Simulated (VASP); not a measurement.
Here is a VASP 6.6.1 calculation.

The input INCAR:

```
PREC = Accurate ; ENCUT = 520
EDIFF = 1E-6 ; ISMEAR = 0
SIGMA = 0.1 ; LREAL = False
LASPH = True ; NELM = 60
ALGO = Fast ; ISIF = 2
LWAVE = False ; LCHARG = False
GGA = PE ; NBANDS = 40
```

File KPOINTS:

```
regular mesh
0
Gamma
  8 8 8
```

Contents of POSCAR:

```
K4CuPb
1.0
    0.0000000000      5.0214308158      5.0214308158
    5.0214308158      0.0000000000      5.0214308158
    5.0214308158      5.0214308158      0.0000000000
K Cu Pb
4 1 1
Direct
    0.6252046871      0.6252046871      0.1243859387
    0.6252046871      0.1243859387      0.6252046871
    0.1243859387      0.6252046871      0.6252046871
    0.6252046871      0.6252046871      0.6252046871
    0.0000000000      0.0000000000      0.0000000000
    0.2500000000      0.2500000000      0.2500000000
```

Potentials or basis: VASP PAW PBE potentials, release 64 (K_sv, Cu, Pb_d).

The run is started by

```bash
$ cat potpaw_PBE.64/K_sv/POTCAR potpaw_PBE.64/Cu/POTCAR potpaw_PBE.64/Pb_d/POTCAR > POTCAR
$ mpirun -np 1 vasp_std > vasp.out
```

**Question.** Estimate the band gap on the k mesh.

**Answer.** Zero (an odd number of electrons rules out a gap without spin polarisation).

**Question.** Predict the largest force.

**Answer.** 0.015 eV/Å.

**Question.** Estimate the pressure.

**Answer.** 0.0 GPa.

Forces on the atoms (eV/Å):
```
K    0.009  0.009 -0.009
K    0.009 -0.009  0.009
K   -0.009  0.009  0.009
K   -0.009 -0.009 -0.009
Cu   0.000  0.000  0.000
Pb   0.000  0.000  0.000
```

Caveat: spin-orbit coupling is left out, which moves the levels of the heavy elements.
